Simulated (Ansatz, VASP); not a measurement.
## Cd3Hg2S5: VASP beside Ansatz

The input INCAR:

```
PREC = Accurate
ENCUT = 520
EDIFF = 1E-6
ISMEAR = 0
SIGMA = 0.1
LREAL = False
LASPH = True
NELM = 80
ALGO = Normal
ISIF = 2
LWAVE = False
LCHARG = False
GGA = PE
NBANDS = 56
```

File KPOINTS:

```
Automatic mesh
0
Gamma
  6 6 6
```

Contents of POSCAR:

```
Cd3Hg2S5
1.0
   -2.0512265200      2.0512265200     14.5043618400
    2.0512265200     -2.0512265200     14.5043618400
    2.0512265200      2.0512265200    -14.5043618400
Cd Hg S
3 2 5
Direct
    0.9000000000      0.9000000000      0.0000000000
    0.5000000000      0.5000000000      0.0000000000
    0.1000000000      0.1000000000      0.0000000000
    0.7000000000      0.7000000000      0.0000000000
    0.3000000000      0.3000000000      0.0000000000
    0.3500000000      0.8500000000      0.5000000000
    0.9500000000      0.4500000000      0.5000000000
    0.5500000000      0.0500000000      0.5000000000
    0.1500000000      0.6500000000      0.5000000000
    0.7500000000      0.2500000000      0.5000000000
```

Input for Ansatz:

```yaml
crystal:
  lattice:
    - [-2.05122652, 2.05122652, 14.50436184]
    - [2.05122652, -2.05122652, 14.50436184]
    - [2.05122652, 2.05122652, -14.50436184]
  atoms:
    - { symbol: Cd, position: [0.9, 0.9, 0.0] }
    - { symbol: Cd, position: [0.5, 0.5, 0.0] }
    - { symbol: Cd, position: [0.1, 0.1, 0.0] }
    - { symbol: Hg, position: [0.7, 0.7, 0.0] }
    - { symbol: Hg, position: [0.3, 0.3, 0.0] }
    - { symbol: S, position: [0.35, 0.85, 0.5] }
    - { symbol: S, position: [0.95, 0.45, 0.5] }
    - { symbol: S, position: [0.55, 0.05, 0.5] }
    - { symbol: S, position: [0.15, 0.65, 0.5] }
    - { symbol: S, position: [0.75, 0.25, 0.5] }
basis:
  ecutwfc: 420
kpoints:
  mp_grid: { grid: [6, 6, 6] }
hamiltonian:
  xc: pbe
scf:
  occupations: { method: gaussian, width: 0.1 }
  lower_state_search: "off"
output:
  forces: true
  stress: true
  eigenvalues: true
```

Alike in both runs: task single point; functional PBE; k mesh 6 × 6 × 6; occupations gaussian, width 0.1 eV; no spin polarisation.

```csv
,VASP,Ansatz
version,VASP 6.6.1,Ansatz 0.2.0
potentials or method,"VASP PAW PBE potentials, release 64 (Cd, Hg, S), cutoff 520 eV","scalar-relativistic, plane waves, PAW"
valence electrons in the cell,90,130
```

Ansatz gave:

```
gap on the k mesh at the Fermi level (eV) : 0.44
least direct gap on the mesh (eV)         : 0.44
pressure (GPa)                            : 4.8
rms of the force components (eV/Å)        : 0.056
```

Estimate VASP's values.

gap on the k mesh at the Fermi level (eV): 0.44; least direct gap on the mesh (eV): 0.44; pressure (GPa): 5.2; rms of the force components (eV/Å): 0.057.

Atom by atom the forces differ by 0.001 eV/Å (rms over components). With one functional, cell and mesh, what is left measures potentials, basis and numerics. VASP's potentials hold 90 valence electrons a cell and Ansatz's 130, so a difference there can come from the potentials and not from the codes.

Neither program's run includes spin-orbit coupling.
